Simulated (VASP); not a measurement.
# Cu (Fm-3m) in VASP: notebook, part 2 of 2

VASP 6.6.1. The steps go on from the part before.

## (3) Single point, RPBE

This run uses another cell than the first one, of 12.38 Å³/atom, 1.019 times its volume.

The input, INCAR:

```
SYSTEM = Cu
ALGO = Normal
EDIFF = 1E-7
ENCUT = 520
GGA = RP
ISIF = 2
ISMEAR = 0
LASPH = .True.
LCHARG = .False.
LREAL = .False.
LWAVE = .False.
NBANDS = 12
NELM = 80
PREC = Accurate
SIGMA = 0.1
```

The input, KPOINTS:

```
k-points
0
Gamma
  16 16 16
  0 0 0
```

The input, POSCAR:

```
Cu
1.0
    0.0000000000      1.8362773660      1.8362773660
    1.8362773660      0.0000000000      1.8362773660
    1.8362773660      1.8362773660      0.0000000000
Cu
1
Direct
    0.0000000000      0.0000000000      0.0000000000
```

Potentials or basis: VASP PAW PBE potentials, release 64 (Cu).

Started as:

```
$ cat potpaw_PBE.64/Cu/POTCAR > POTCAR
$ mpirun -np 1 vasp_std > vasp.out
```

OUTCAR:

```text
SYSTEM = Cu
   EDIFF = 1E-7
   ENCUT = 520
   GGA = RP
   ISIF = 2
   ISMEAR = 0
   LASPH = .True.
   LREAL = .False.
   NELM = 80
   PREC = Accurate

 ion  position               nearest neighbor table
   1  0.000  0.000  0.000-

  LATTYP: Found a face centered cubic cell.
 ALAT       =     3.6725547320

  Lattice vectors:

 A1 = (   0.0000000000,   1.8362773660,   1.8362773660)
 A2 = (   1.8362773660,   0.0000000000,   1.8362773660)
 A3 = (   1.8362773660,   1.8362773660,   0.0000000000)

Analysis of symmetry for initial positions (statically):
=====================================================================
 Subroutine PRICEL returns:
 Original cell was already a primitive cell.

 Routine SETGRP: Setting up the symmetry group for a
 face centered cubic supercell.

 Subroutine GETGRP returns: Found 48 space group operations
 (whereof 48 operations were pure point group operations)
 out of a pool of 48 trial point group operations.

The static configuration has the point symmetry O_h .

Analysis of symmetry for dynamics (positions and initial velocities):
=====================================================================
 Subroutine PRICEL returns:
 Original cell was already a primitive cell.

 Routine SETGRP: Setting up the symmetry group for a
 face centered cubic supercell.

 Subroutine GETGRP returns: Found 48 space group operations
 (whereof 48 operations were pure point group operations)
 out of a pool of 48 trial point group operations.

The dynamic configuration has the point symmetry O_h .

 Subroutine INISYM returns: Found 48 space group operations
 (whereof 48 operations are pure point group operations),
 and found     1 'primitive' translations

----------------------------------------------------------------------------------------

                                     Primitive cell

  volume of cell :      12.3835

  direct lattice vectors                    reciprocal lattice vectors
     0.000000000  1.836277366  1.836277366    -0.272290020  0.272290020  0.272290020
     1.836277366  0.000000000  1.836277366     0.272290020 -0.272290020  0.272290020
     1.836277366  1.836277366  0.000000000     0.272290020  0.272290020 -0.272290020

  length of vectors
     2.596888355  2.596888355  2.596888355     0.471620148  0.471620148  0.471620148

  position of ions in fractional coordinates (direct lattice)
     0.000000000  0.000000000  0.000000000

  ion indices of the primitive-cell ions
   primitive index   ion index
                 1           1

----------------------------------------------------------------------------------------

 KPOINTS: k-points

Automatic generation of k-mesh.
 Grid dimensions read from file:
 generate k-points for:   16   16   16

 Generating k-lattice:

  Cartesian coordinates                     Fractional coordinates (reciprocal lattice)
    -0.017018126  0.017018126  0.017018126     0.062500000  0.000000000  0.000000000
     0.017018126 -0.017018126  0.017018126     0.000000000  0.062500000  0.000000000
     0.017018126  0.017018126 -0.017018126     0.000000000  0.000000000  0.062500000

  Length of vectors
     0.029476259  0.029476259  0.029476259

  Shift w.r.t. Gamma in fractional coordinates (k-lattice)
     0.000000000  0.000000000  0.000000000

 Subroutine IBZKPT returns following result:
 ===========================================

 Found    145 irreducible k-points:

 Following reciprocal coordinates:
            Coordinates               Weight
  0.000000  0.000000  0.000000      1.000000
  0.062500  0.000000  0.000000      8.000000
  0.125000  0.000000  0.000000      8.000000
  0.187500  0.000000  0.000000      8.000000
  0.250000  0.000000  0.000000      8.000000
  0.312500  0.000000  0.000000      8.000000
[... 16 lines left out ...]
 -0.125000  0.062500  0.000000     24.000000
 -0.062500  0.062500  0.000000     12.000000
 [... further k-points ...]
   k-points           NKPTS =    145   k-points in BZ     NKDIM =    145   number of bands    NBANDS=     12
   number of dos      NEDOS =    301   number of ions     NIONS =      1
   total plane-waves  NPLWV =   8000
   dimension x,y,z NGX =    20 NGY =   20 NGZ =   20
   dimension x,y,z NGXF=    40 NGYF=   40 NGZF=   40
   ions per type =               1
   NGX,Y,Z   is equivalent  to a cutoff of  12.80, 12.80, 12.80 a.u.
   NGXF,Y,Z  is equivalent  to a cutoff of  25.61, 25.61, 25.61 a.u.
 SYSTEM =  Cu
   PREC   = accura    normal or accurate (medium, high low for compatibility)
   ISTART =      0    job   : 0-new  1-cont  2-samecut
   ICHARG =      2    charge: 1-file 2-atom 10-const
   ISPIN  =      1    spin polarized calculation?
   LNONCOLLINEAR =      F non collinear calculations
   LSORBIT =      F    spin-orbit coupling
   LASPH  =      T    aspherical Exc in radial PAW
   ENCUT  =  520.0 eV  38.22 Ry    6.18 a.u.   4.83  4.83  4.83*2*pi/ulx,y,z
   NELM   =     80;   NELMIN=  2; NELMDL= -5     # of ELM steps
   EDIFF  = 0.1E-06   stopping-criterion for ELM
   LREAL  =      F    real-space projection
   EDIFFG = 0.1E-05   stopping-criterion for IOM
   NSW    =      0    number of steps for IOM
   IBRION =     -1    ionic relax: 0-MD 1-quasi-New 2-CG
   NFREE  =      0    steps in history (QN), initial steepest desc. (CG)
   ISIF   =      2    stress and relaxation
   ISYM   =      2    0-nonsym 1-usesym 2-fastsym
   POTIM  = 0.5000    time-step for ionic-motion
   TEBEG  =    0.0;   TEEND  =   0.0 temperature during run
   PSTRESS=    0.0 pullay stress
   NELECT =      11.0000    total number of electrons
   NUPDOWN=      -1.0000    fix difference up-down
   EMIN   =  10.00;   EMAX   =-10.00  energy-range for DOS
   EFERMI =   0.00;   METHOD = LEGACY
   ISMEAR =     0;   SIGMA  =   0.10  broadening in eV -4-tet -1-fermi 0-gaus
   EFERMI_NEDOS =   21; number of points for ismear=-14 and -15
   IALGO  =     38    algorithm
   IMIX   =      4    mixing-type and parameters
     AMIX     =   0.40;   BMIX     =  1.00
     AMIX_MAG =   1.60;   BMIX_MAG =  1.00
  volume/ion in A,a.u.               =      12.38        83.57
  Fermi-wavevector in a.u.,A,eV,Ry     =   1.573708  2.973877 33.695596  2.476556
  Thomas-Fermi vector in A             =   2.674952
   LORBIT       =      0    0 simple, 1 ext, 2 COOP (PROOUT), +10 PAW based schemes
   GGA     = RP    functional components
   LHFCALC =     F    Hartree Fock is set to
   AEXX    =    0.0000 exact exchange contribution
   IVDW    =     0    specifies the selected vdW correction
   LEPSILON=     F    determine dielectric tensor
   LRPA    =     F    only Hartree local field effects (RPA)
 non-spin polarized calculation
 Gauss-broadening in eV      SIGMA  =   0.10
  energy-cutoff  :      520.00
  volume of cell :       12.38
 maximum number of plane-waves:       343
   NGX =  9   NGY =  9   NGZ =  9

 number of electron      10.9999988 magnetization

 Free energy of the ion-electron system (eV)
  ---------------------------------------------------
  ext. energy  EPLUGINS =         0.00000000
  ---------------------------------------------------
  free energy    TOTEN  =        -3.25635030 eV

  energy without entropy =       -3.25463610  energy(sigma->0) =       -3.25549320

 E-fermi :   7.1268     XC(G=0): -12.3152

 val. band max:        7.1224409159   @ k =   0.5000   0.1875   0.0625
 cond. band min:       7.1625369079   @ k =   0.5000   0.3125   0.1250
 fundamental gap:      0.0400959921
 Fermi energy:         7.1268139891

 k-point     1 :       0.0000    0.0000    0.0000
  band No.  band energies     occupation
      1      -1.8175      2.00000
      2       4.2910      2.00000
      3       4.2910      2.00000
      4       4.2910      2.00000
      5       5.0513      2.00000
      6       5.0513      2.00000
      7      29.3235      0.00000
      8      31.7038      0.00000
      9      31.7038      0.00000
     10      31.7038      0.00000
     11      34.1307      0.00000
     12      34.1307      0.00000

 k-point     2 :       0.0625    0.0000    0.0000
  band No.  band energies     occupation
      1      -1.6800      2.00000
      2       4.2632      2.00000
      3       4.3160      2.00000
      4       4.3160      2.00000
      5       5.0416      2.00000
      6       5.0416      2.00000
      7      28.3924      0.00000
      8      30.2993      0.00000
      9      31.2625      0.00000
     10      31.2625      0.00000
     11      34.7726      0.00000
     12      34.7726      0.00000
[... 316 lines left out ...]
 k-point    24 :      -0.0625    0.0625    0.0000
  band No.  band energies     occupation
      1      -1.4526      2.00000
      2       4.2121      2.00000
      3       4.3521      2.00000
      4       4.3646      2.00000
      5       4.9934      2.00000
      6       5.0639      2.00000
      7      27.2936      0.00000
      8      28.2801      0.00000
      9      30.8826      0.00000
     10      32.2186      0.00000
     11      34.3235      0.00000
     12      35.0080      0.00000

 [... further k-points ...]
[... 5 lines left out ...]
  --------------------------------------------------------------------------------------
  -------------------------------------------------------------------------------------
  Total        0.0499747      0.0499747      0.0499747      0.0000000      0.0000000      0.0000000
  in kB        6.4657089      6.4657089      6.4657089      0.0000000      0.0000000      0.0000000
  external PRESSURE =       6.4657089 kB  Pullay stress =       0.0000000 kB

 VOLUME and BASIS-vectors are now :
 -----------------------------------------------------------------------------
  energy-cutoff  :      520.00
  volume of cell :       12.38
      direct lattice vectors                 reciprocal lattice vectors
     0.000000000  1.836277366  1.836277366    -0.272290020  0.272290020  0.272290020
     1.836277366  0.000000000  1.836277366     0.272290020 -0.272290020  0.272290020
     1.836277366  1.836277366  0.000000000     0.272290020  0.272290020 -0.272290020

 POSITION                                       TOTAL-FORCE (eV/Angst)
 -----------------------------------------------------------------------------------
      0.00000      0.00000      0.00000         0.000000     -0.000000      0.000000
 -----------------------------------------------------------------------------------
    total drift:                               -0.000000     -0.000000     -0.000000

  FREE ENERGIE OF THE ION-ELECTRON SYSTEM (eV)
  ---------------------------------------------------
  free  energy   TOTEN  =        -3.2563502989 eV

  energy  without entropy=       -3.2546361004  energy(sigma->0) =       -3.25549320
```

OSZICAR:

```text
N       E                     dE             d eps       ncg     rms          rms(c)
DAV:   1     0.440320797339E+02    0.44032E+02   -0.53602E+03  3828   0.151E+03
DAV:   2    -0.267782352164E+01   -0.46710E+02   -0.43114E+02  3600   0.206E+02
DAV:   3    -0.402837207104E+01   -0.13505E+01   -0.13429E+01  4084   0.403E+01
DAV:   4    -0.403725813162E+01   -0.88861E-02   -0.88851E-02  3992   0.287E+00
DAV:   5    -0.403734024614E+01   -0.82115E-04   -0.82114E-04  4188   0.281E-01    0.720E+00
DAV:   6    -0.361323619522E+01    0.42410E+00   -0.13195E+01  4172   0.678E+01    0.387E+00
DAV:   7    -0.326623914566E+01    0.34700E+00   -0.21755E+00  4148   0.275E+01    0.568E-01
DAV:   8    -0.325783573802E+01    0.84034E-02   -0.40171E-03  3932   0.852E-01    0.294E-01
DAV:   9    -0.325636150860E+01    0.14742E-02   -0.10395E-02  4360   0.178E+00    0.410E-02
DAV:  10    -0.325635312162E+01    0.83870E-05   -0.67234E-05  5212   0.139E-01    0.111E-02
DAV:  11    -0.325635021632E+01    0.29053E-05   -0.24388E-06  4284   0.249E-02    0.365E-04
DAV:  12    -0.325635029891E+01   -0.82588E-07   -0.28735E-08  2504   0.181E-03
   1 F= -.32563503E+01 E0= -.32554932E+01  d E =-.171420E-02
```

Wall time 46 s (1 thread of AMD EPYC 7R13, shared host); peak memory 0.11 GiB.

What came out:

```yaml
Free_energy: -3.2564 eV
Pressure: 0.6 GPa
```

Caveat: the PAW data sets were made with another functional, which shifts forces and pressure a little.

## (4) Single point, RPBE

This run uses another cell than the first one, of 12.38 Å³/atom, 1.019 times its volume.

The input, INCAR:

```
SYSTEM = Cu
PREC = Accurate
ENCUT = 520
EDIFF = 1E-6
ISMEAR = -1
SIGMA = 0.15
LREAL = .FALSE.
LASPH = .TRUE.
NELM = 100
ALGO = Fast
ISIF = 2
LWAVE = .FALSE.
LCHARG = .FALSE.
GGA = RP
NBANDS = 12
```

The input, KPOINTS:

```
Automatic mesh
0
G
  16 16 16
  0 0 0
```

The input, POSCAR:

```
Cu
1.0
    0.0000000000      1.8363101249      1.8363101249
    1.8363101249      0.0000000000      1.8363101249
    1.8363101249      1.8363101249      0.0000000000
Cu
1
Direct
    0.0000000000      0.0000000000      0.0000000000
```

Started as:

```
$ cat potpaw_PBE.64/Cu/POTCAR > POTCAR
$ mpirun -np 1 vasp_std > vasp.out
```

Run time: 58 s. Hardware: 1 thread of AMD EPYC 7R13, shared host; peak memory 0.11 GiB.

The run converged. Its results:

```yaml
Free_energy: -3.2670 eV
Pressure: 0.8 GPa
```

Levels at points of the mesh, in eV from the Fermi level:
```csv
k point,band 3,band 4,band 5,band 6,band 7,band 8,band 9,band 10
"(0.00, 0.00, 0.00)",-2.88,-2.88,-2.12,-2.12,22.16,24.54,24.54,24.54
"(0.50, 0.00, 0.00)",-2.91,-1.59,-1.59,-0.87,3.55,20.67,21.42,21.42
"(0.50, 0.50, 0.00)",-1.61,-1.46,-1.46,1.54,6.81,12.76,12.76,17.06
```

Caveat: the PAW data sets were made with another functional, which shifts forces and pressure a little.

## (5) Summary

```tsv
cell	k mesh	smearing	gap on the mesh (eV)	pressure (GPa)
a = 2.581 Å, angles 60.0°, 1 atom	8 × 8 × 8	gaussian 0.1 eV	none	3.8
a = 2.597 Å, angles 60.0°, 1 atom	16 × 16 × 16	gaussian 0.1 eV	none	0.6
a = 2.597 Å, angles 60.0°, 1 atom	16 × 16 × 16	fermi-dirac 0.15 eV	none	0.8
```

Alike in all rows: task single point; level RPBE; potentials or basis VASP PAW PBE potentials, release 64 (Cu); no spin polarisation; cutoff (eV) 520.

Caveats: some runs use coarse meshes; the PAW data sets were made with another functional, which shifts forces and pressure a little.

Absolute energies hang on the potentials; compare differences alone.
